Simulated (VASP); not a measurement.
# TiS2 (P-3m1) in VASP: settings compared

TiS2 is run at these levels: PBE+D3(BJ), PBE+D4, PBE; tasks: single point.

Everything below comes from runs of VASP 6.6.1. Logs are shortened: lines on timing, memory, paths and dates and some standing lists are left out, and cuts for length are marked.

## (1) The cell of the first run

It takes space group P-3m1 (No. 164, trigonal). The conventional cell has a = 3.361 Å, b = 3.361 Å, c = 5.505 Å, α = 90.00°, β = 90.00°, γ = 120.00°. Within 3.2 Å of Ti (site symmetry -3m) lie 6 S at 2.41 Å. Within 3.2 Å of S (site symmetry 3m) lie 3 Ti at 2.41 Å.

## (2) Single point, PBE+D3(BJ)

INCAR

```
ALGO = Normal
EDIFF = 1E-6
ENCUT = 500
GGA = PE
GGA_COMPAT = False
ISIF = 2
ISMEAR = -1
IVDW = 12
LASPH = True
LCHARG = False
LREAL = False
LWAVE = False
NBANDS = 19
NELM = 120
PREC = Accurate
SIGMA = 0.02
```

KPOINTS

```
k-points
0
Gamma
  12 12 4
```

POSCAR

```
TiS2
1.0
    3.3609839469      0.0000000000      0.0000000000
   -1.6804919734      2.9106974797      0.0000000000
    0.0000000000      0.0000000000      5.5050853597
Ti S
1 2
Direct
    0.0000000000      0.0000000000      0.0000000000
    0.3333333333      0.6666666667      0.2593053560
    0.6666666667      0.3333333333      0.7406946440
```

Potentials or basis: VASP PAW PBE potentials, release 64 (Ti_sv, S).

Started as:

```
> cat potpaw_PBE.64/Ti_sv/POTCAR potpaw_PBE.64/S/POTCAR > POTCAR
> mpirun -np 1 vasp_std > vasp.out
```

OUTCAR:

```text
EDIFF = 1E-6
   ENCUT = 500
   GGA = PE
   ISIF = 2
   ISMEAR = -1
   IVDW = 12
   LASPH = True
   LREAL = False
   NELM = 120
   PREC = Accurate
 IVDW          = 12

 ion  position               nearest neighbor table
   1  0.000  0.000  0.000-   2 2.41   3 2.41   2 2.41   3 2.41   3 2.41   2 2.41
   2  0.333  0.667  0.259-   1 2.41   1 2.41   1 2.41
   3  0.667  0.333  0.741-   1 2.41   1 2.41   1 2.41

  LATTYP: Found a hexagonal cell.
 ALAT       =     3.3609839469
 C/A-ratio  =     1.6379386057

  Lattice vectors:

 A1 = (   3.3609839469,   0.0000000000,   0.0000000000)
 A2 = (  -1.6804919734,   2.9106974797,   0.0000000000)
 A3 = (   0.0000000000,   0.0000000000,   5.5050853597)

Analysis of symmetry for initial positions (statically):
=====================================================================
 Subroutine PRICEL returns:
 Original cell was already a primitive cell.

 Routine SETGRP: Setting up the symmetry group for a
 hexagonal supercell.

 Subroutine GETGRP returns: Found 12 space group operations
 (whereof 12 operations were pure point group operations)
 out of a pool of 24 trial point group operations.

The static configuration has the point symmetry D_3d.

Analysis of symmetry for dynamics (positions and initial velocities):
=====================================================================
 Subroutine PRICEL returns:
 Original cell was already a primitive cell.

 Routine SETGRP: Setting up the symmetry group for a
 hexagonal supercell.

 Subroutine GETGRP returns: Found 12 space group operations
 (whereof 12 operations were pure point group operations)
 out of a pool of 24 trial point group operations.

The dynamic configuration has the point symmetry D_3d.

 Subroutine INISYM returns: Found 12 space group operations
 (whereof 12 operations are pure point group operations),
 and found     1 'primitive' translations

----------------------------------------------------------------------------------------

                                     Primitive cell

  volume of cell :      53.8552

  direct lattice vectors                    reciprocal lattice vectors
     3.360983947  0.000000000  0.000000000     0.297531918  0.171780133  0.000000000
    -1.680491973  2.910697480  0.000000000     0.000000000  0.343560266  0.000000000
     0.000000000  0.000000000  5.505085360     0.000000000  0.000000000  0.181650226

  length of vectors
     3.360983947  3.360983947  5.505085360     0.343560266  0.343560266  0.181650226

  position of ions in fractional coordinates (direct lattice)
     0.000000000  0.000000000  0.000000000
     0.333333333  0.666666667  0.259305356
     0.666666667  0.333333333  0.740694644

  ion indices of the primitive-cell ions
   primitive index   ion index
                 1           1
                 2           2
                 3           3

----------------------------------------------------------------------------------------

 KPOINTS: k-points

Automatic generation of k-mesh.
 Grid dimensions read from file:
 generate k-points for:   12   12    4

 Generating k-lattice:

  Cartesian coordinates                     Fractional coordinates (reciprocal lattice)
     0.024794326  0.014315011  0.000000000     0.083333333 -0.000000000  0.000000000
     0.000000000  0.028630022  0.000000000     0.000000000  0.083333333  0.000000000
     0.000000000  0.000000000  0.045412557     0.000000000  0.000000000  0.250000000

  Length of vectors
     0.028630022  0.028630022  0.045412557

  Shift w.r.t. Gamma in fractional coordinates (k-lattice)
     0.000000000  0.000000000  0.000000000

 Subroutine IBZKPT returns following result:
 ===========================================

 Found     69 irreducible k-points:

 Following reciprocal coordinates:
            Coordinates               Weight
  0.000000  0.000000  0.000000      1.000000
  0.083333  0.000000  0.000000      6.000000
  0.166667  0.000000  0.000000      6.000000
  0.250000 -0.000000  0.000000      6.000000
  0.333333  0.000000  0.000000      6.000000
  0.416667  0.000000  0.000000      6.000000
[... 16 lines left out ...]
  0.166667  0.000000  0.250000      6.000000
  0.000000  0.166667  0.250000      6.000000
 [... further k-points ...]
   k-points           NKPTS =     69   k-points in BZ     NKDIM =     69   number of bands    NBANDS=     19
   number of dos      NEDOS =    301   number of ions     NIONS =      3
   total plane-waves  NPLWV =  31360
   dimension x,y,z NGX =    28 NGY =   28 NGZ =   40
   dimension x,y,z NGXF=    56 NGYF=   56 NGZF=   80
   ions per type =               1   2
   NGX,Y,Z   is equivalent  to a cutoff of  13.85, 13.85, 12.08 a.u.
   NGXF,Y,Z  is equivalent  to a cutoff of  27.70, 27.70, 24.16 a.u.
 SYSTEM =  unknown system
   PREC   = accura    normal or accurate (medium, high low for compatibility)
   ISTART =      0    job   : 0-new  1-cont  2-samecut
   ICHARG =      2    charge: 1-file 2-atom 10-const
   ISPIN  =      1    spin polarized calculation?
   LNONCOLLINEAR =      F non collinear calculations
   LSORBIT =      F    spin-orbit coupling
   LASPH  =      T    aspherical Exc in radial PAW
   ENCUT  =  500.0 eV  36.75 Ry    6.06 a.u.   6.13  6.13 10.04*2*pi/ulx,y,z
   NELM   =    120;   NELMIN=  2; NELMDL= -5     # of ELM steps
   EDIFF  = 0.1E-05   stopping-criterion for ELM
   LREAL  =      F    real-space projection
   EDIFFG = 0.1E-04   stopping-criterion for IOM
   NSW    =      0    number of steps for IOM
   IBRION =     -1    ionic relax: 0-MD 1-quasi-New 2-CG
   NFREE  =      0    steps in history (QN), initial steepest desc. (CG)
   ISIF   =      2    stress and relaxation
   ISYM   =      2    0-nonsym 1-usesym 2-fastsym
   POTIM  = 0.5000    time-step for ionic-motion
   TEBEG  =    0.0;   TEEND  =   0.0 temperature during run
   PSTRESS=    0.0 pullay stress
   NELECT =      24.0000    total number of electrons
   NUPDOWN=      -1.0000    fix difference up-down
   EMIN   =  10.00;   EMAX   =-10.00  energy-range for DOS
   EFERMI =   0.00;   METHOD = LEGACY
   ISMEAR =    -1;   SIGMA  =   0.02  broadening in eV -4-tet -1-fermi 0-gaus
   EFERMI_NEDOS =   21; number of points for ismear=-14 and -15
   IALGO  =     38    algorithm
   IMIX   =      4    mixing-type and parameters
     AMIX     =   0.40;   BMIX     =  1.00
     AMIX_MAG =   1.60;   BMIX_MAG =  1.00
  volume/ion in A,a.u.               =      17.95       121.14
  Fermi-wavevector in a.u.,A,eV,Ry     =   1.250459  2.363025 21.274712  1.563647
  Thomas-Fermi vector in A             =   2.384452
   LORBIT       =      0    0 simple, 1 ext, 2 COOP (PROOUT), +10 PAW based schemes
   GGA     = PE    functional components
   LHFCALC =     F    Hartree Fock is set to
   AEXX    =    0.0000 exact exchange contribution
   IVDW    =    12    specifies the selected vdW correction
   LEPSILON=     F    determine dielectric tensor
   LRPA    =     F    only Hartree local field effects (RPA)
 non-spin polarized calculation
  energy-cutoff  :      500.00
  volume of cell :       53.86
 maximum number of plane-waves:      1398
 NGX is ok and might be reduce to    28
   NGX = 13   NGY = 13   NGZ = 21

 number of electron      24.0000002 magnetization

 Free energy of the ion-electron system (eV)
  ---------------------------------------------------
  ext. energy  EPLUGINS =         0.00000000
  ---------------------------------------------------
  free energy    TOTEN  =       -19.87359436 eV

  energy without entropy =      -19.87284902  energy(sigma->0) =      -19.87322169

 E-fermi :   6.2097     XC(G=0): -10.4540

 val. band max:        6.1998975251   @ k =   0.0000   0.0000   0.2500
 cond. band min:       6.2271542187   @ k =   0.0000   0.4167   0.2500
 fundamental gap:      0.0272566936
 Fermi energy:         6.2097274735

 k-point     1 :       0.0000    0.0000    0.0000
  band No.  band energies     occupation
      1     -51.3664      2.00000
      2     -27.6014      2.00000
      3     -27.5503      2.00000
      4     -27.5503      2.00000
      5      -7.8621      2.00000
      6      -5.9377      2.00000
[... 11 lines left out ...]
     18      12.2324      0.00000
     19      13.4881      0.00000

 k-point     2 :       0.0833    0.0000    0.0000
  band No.  band energies     occupation
      1     -51.3654      2.00000
      2     -27.5993      2.00000
      3     -27.5606      2.00000
      4     -27.5526      2.00000
      5      -7.7747      2.00000
      6      -5.9202      2.00000
[... 11 lines left out ...]
     18      12.7428      0.00000
     19      13.8564      0.00000

 k-point     3 :       0.1667    0.0000    0.0000
  band No.  band energies     occupation
      1     -51.3627      2.00000
      2     -27.5939      2.00000
      3     -27.5883      2.00000
      4     -27.5589      2.00000
      5      -7.5230      2.00000
      6      -5.8737      2.00000
[... 11 lines left out ...]
     18      13.6022      0.00000
     19      14.6380      0.00000

 k-point     4 :       0.2500   -0.0000    0.0000
  band No.  band energies     occupation
      1     -51.3590      2.00000
      2     -27.6265      2.00000
      3     -27.5859      2.00000
      4     -27.5675      2.00000
      5      -7.1396      2.00000
      6      -5.8154      2.00000
[... 407 lines left out ...]
     18      12.9456      0.00000
     19      14.5848      0.00000

 k-point    23 :       0.1667    0.0000    0.2500
  band No.  band energies     occupation
      1     -51.3627      2.00000
      2     -27.5941      2.00000
      3     -27.5882      2.00000
      4     -27.5589      2.00000
      5      -7.3349      2.00000
      6      -6.1839      2.00000
[... 11 lines left out ...]
     18      14.0287      0.00000
     19      14.7633      0.00000

 k-point    24 :       0.0000    0.1667    0.2500
  band No.  band energies     occupation
      1     -51.3627      2.00000
      2     -27.5941      2.00000
      3     -27.5883      2.00000
      4     -27.5589      2.00000
      5      -7.3501      2.00000
      6      -6.1580      2.00000
[... 11 lines left out ...]
     18      13.5166      0.00000
     19      14.9083      0.00000

 [... further k-points ...]

------------------------ aborting loop because EDIFF is reached ----------------------------------------

 Edisp (eV)   -1.23281

 E8    (eV) :    -0.4998

  FORCE on cell =-STRESS in cart. coord.  units (eV):
  Direction    XX          YY          ZZ          XY          YZ          ZX
  --------------------------------------------------------------------------------------
  -------------------------------------------------------------------------------------
  Total      -0.02679    -0.02679     0.01703    -0.00000     0.00000     0.00000
  in kB      -0.79696    -0.79696     0.50664    -0.00000     0.00000     0.00000
  external pressure =       -0.36 kB  Pullay stress =        0.00 kB

 VOLUME and BASIS-vectors are now :
 -----------------------------------------------------------------------------
  energy-cutoff  :      500.00
  volume of cell :       53.86
      direct lattice vectors                 reciprocal lattice vectors
     3.360983947  0.000000000  0.000000000     0.297531918  0.171780133  0.000000000
    -1.680491973  2.910697480  0.000000000     0.000000000  0.343560266  0.000000000
     0.000000000  0.000000000  5.505085360     0.000000000  0.000000000  0.181650226

 POSITION                                       TOTAL-FORCE (eV/Angst)
 -----------------------------------------------------------------------------------
      0.00000      0.00000      0.00000         0.000000      0.000000      0.000000
     -0.00000      1.94046      1.42750        -0.000000      0.000000      0.003665
      1.68049      0.97023      4.07759        -0.000000     -0.000000     -0.003665
 -----------------------------------------------------------------------------------
    total drift:                               -0.000000      0.000000      0.000000

  FREE ENERGIE OF THE ION-ELECTRON SYSTEM (eV)
  ---------------------------------------------------
  free  energy   TOTEN  =       -21.1064072649 eV

  energy  without entropy=      -21.1056619211  energy(sigma->0) =      -21.10603459
```

Run time: 64 s. Hardware: 1 thread of Intel Xeon Platinum 8259CL at 2.50GHz (Skylake/Cascade Lake), shared host; peak memory 0.23 GiB.

Results:

```
Free energy                : -21.1064 eV
Pressure                   : 0.0 GPa
Largest force              : 0.004 eV/Å
Band gap on the k mesh     : zero (band 12 reaches 6.36 eV, above the bottom of band 13 at 6.05 eV)
Dispersion energy per atom : -0.411 eV
```

Forces in eV/Å, atoms in the order of the input:
```
Ti   0.000  0.000  0.000
S    0.000  0.000  0.004
S    0.000  0.000 -0.004
```

Levels at points of the mesh, in eV from the Fermi level:
| k point | band 10 | band 11 | band 12 | band 13 | band 14 | band 15 |
| --- | --- | --- | --- | --- | --- | --- |
| (0.00, 0.00, 0.00) | 0.13 | 0.13 | 0.15 | 0.51 | 0.51 | 0.85 |
| (0.50, 0.00, 0.00) | -2.95 | -2.67 | -1.69 | 0.16 | 1.62 | 2.07 |
| (0.00, 0.00, 0.50) | -2.75 | -0.14 | -0.14 | 0.49 | 0.49 | 1.56 |
| (0.50, 0.00, 0.50) | -2.94 | -1.19 | -1.19 | -0.16 | 1.62 | 2.03 |

Caveat: pairwise dispersion overbinds metals, which lowers pressure and volume.

## (3) Single point, PBE+D4

This run uses another cell than the first one, of 18.51 Å³/atom, 1.031 times its volume.

INCAR

```
PREC = Accurate
ENCUT = 500
EDIFF = 1E-6
ISMEAR = -1
SIGMA = 0.02
LREAL = False
LASPH = True
NELM = 120
ALGO = Normal
ISIF = 2
LWAVE = False
LCHARG = False
GGA = PE
IVDW = 13
NBANDS = 19
GGA_COMPAT = False
```

KPOINTS

```
Automatic mesh
0
Gamma
  12 12 4
```

POSCAR

```
TiS2
1.0
    3.3779092371      0.0000000000      0.0000000000
   -1.6889546185      2.9253552110      0.0000000000
    0.0000000000      0.0000000000      5.6185051848
Ti S
1 2
Direct
    0.0000000000      0.0000000000      0.0000000000
    0.3333333333      0.6666666667      0.2532828464
    0.6666666667      0.3333333333      0.7467171536
```

Potentials or basis: VASP PAW PBE potentials, release 64 (Ti_sv, S).

Started as:

```
> cat potpaw_PBE.64/Ti_sv/POTCAR potpaw_PBE.64/S/POTCAR > POTCAR
> mpirun -np 1 vasp_std > vasp.out
```

Run time: 82 s. Hardware: 1 thread of Intel Xeon Platinum 8259CL at 2.50GHz (Skylake/Cascade Lake), shared host; peak memory 0.21 GiB.

It converged, with:

* Free energy: -20.8520 eV
* Pressure: 0.0 GPa
* Band gap on the k mesh: zero (band 12 reaches 5.94 eV, above the bottom of band 13 at 5.71 eV)
* Dispersion energy per atom: -0.315 eV

Forces in eV/Å, atoms in the order of the input:
```
Ti   0.000  0.000  0.000
S    0.000  0.000  0.002
S    0.000  0.000 -0.002
```

Stress tensor (GPa, compression positive):
```
-0.07  0.00  0.00
 0.00 -0.07  0.00
 0.00  0.00  0.08
```

Levels at points of the mesh, in eV from the Fermi level:
```csv
k point,band 10,band 11,band 12,band 13,band 14,band 15
"(0.00, 0.00, 0.00)",0.02,0.11,0.11,0.50,0.50,0.87
"(0.50, 0.00, 0.00)",-2.79,-2.67,-1.62,0.18,1.58,2.01
"(0.00, 0.00, 0.50)",-2.59,-0.10,-0.10,0.48,0.48,1.53
"(0.50, 0.00, 0.50)",-2.88,-1.26,-1.23,-0.12,1.58,1.98
```

Caveat: pairwise dispersion overbinds metals, which lowers pressure and volume.

## (4) Single point, PBE

This run uses another cell than the first one, of 19.27 Å³/atom, 1.073 times its volume.

INCAR

```
SYSTEM = TiS2
PREC = Accurate ; ENCUT = 500
EDIFF = 1E-6 ; ISMEAR = -1
SIGMA = 0.02 ; LREAL = .FALSE.
LASPH = .TRUE. ; NELM = 120
ALGO = Normal ; ISIF = 2
LWAVE = .FALSE. ; LCHARG = .FALSE.
GGA = PE ; NBANDS = 19
GGA_COMPAT = .FALSE.
```

KPOINTS

```
Automatic mesh
0
G
  12 12 4
  0 0 0
```

POSCAR

```
TiS2
1.0
    3.4106015668      0.0000000000      0.0000000000
   -1.7053007834      2.9536675990      0.0000000000
    0.0000000000      0.0000000000      5.7387203108
Ti S
1 2
Direct
    0.0000000000      0.0000000000      0.0000000000
    0.3333333333      0.6666666667      0.2449123130
    0.6666666667      0.3333333333      0.7550876870
```

Started as:

```
> cat potpaw_PBE.64/Ti_sv/POTCAR potpaw_PBE.64/S/POTCAR > POTCAR
> mpirun -np 1 vasp_std > vasp.out
```

Wall time 73 s (1 thread of Intel Xeon Platinum 8259CL at 2.50GHz (Skylake/Cascade Lake), shared host); peak memory 0.21 GiB.

Results (log left out):

```yaml
Free_energy: -19.9342 eV
Pressure: 1.5 GPa
Largest_force: 0.111 eV/Å
Band_gap_on_the_k_mesh: zero (band 12 reaches 5.39 eV, above the bottom of band 13 at 5.31 eV)
```

Forces in eV/Å, atoms in the order of the input:
```
Ti   0.000  0.000  0.000
S    0.000  0.000  0.111
S    0.000  0.000 -0.111
```

Stress tensor (GPa, compression positive):
```
0.99 0.00 0.00
0.00 0.99 0.00
0.00 0.00 2.63
```

Levels at points of the mesh, in eV from the Fermi level:
| k point | band 9 | band 10 | band 11 | band 12 | band 13 | band 14 | band 15 | band 16 |
| --- | --- | --- | --- | --- | --- | --- | --- | --- |
| (0.00, 0.00, 0.00) | -2.85 | -0.10 | 0.05 | 0.05 | 0.47 | 0.47 | 0.94 | 3.53 |
| (0.50, 0.00, 0.00) | -2.91 | -2.69 | -2.58 | -1.59 | 0.23 | 1.50 | 1.90 | 3.74 |
| (0.00, 0.00, 0.50) | -2.81 | -2.34 | -0.10 | -0.10 | 0.45 | 0.45 | 1.51 | 3.79 |
| (0.50, 0.00, 0.50) | -2.84 | -2.81 | -1.31 | -1.31 | -0.03 | 1.50 | 1.87 | 3.43 |

Caveat: this functional lacks dispersion, which binds the layers, so the pressure and a relaxed spacing across them are unreliable.

## (5) Summary

```csv
level,cell,gap on the mesh (eV),pressure (GPa)
PBE+D3(BJ),"a = 3.361, b = 3.361, c = 5.505 Å, angles 90.0, 90.0, 120.0°, 3 atoms",none,0.0
PBE+D4,"a = 3.378, b = 3.378, c = 5.619 Å, angles 90.0, 90.0, 120.0°, 3 atoms",none,0.0
PBE,"a = 3.411, b = 3.411, c = 5.739 Å, angles 90.0, 90.0, 120.0°, 3 atoms",none,1.5
```

Alike in all rows: task single point; potentials or basis VASP PAW PBE potentials, release 64 (Ti_sv, S); no spin polarisation; k mesh 12 × 12 × 4; cutoff (eV) 500; smearing fermi-dirac 0.02 eV.

Caveats: pairwise dispersion overbinds metals, which lowers pressure and volume (some runs); this functional lacks dispersion, which binds the layers, so the pressure and a relaxed spacing across them are unreliable (some runs).

Absolute energies hang on the potentials; compare differences alone.
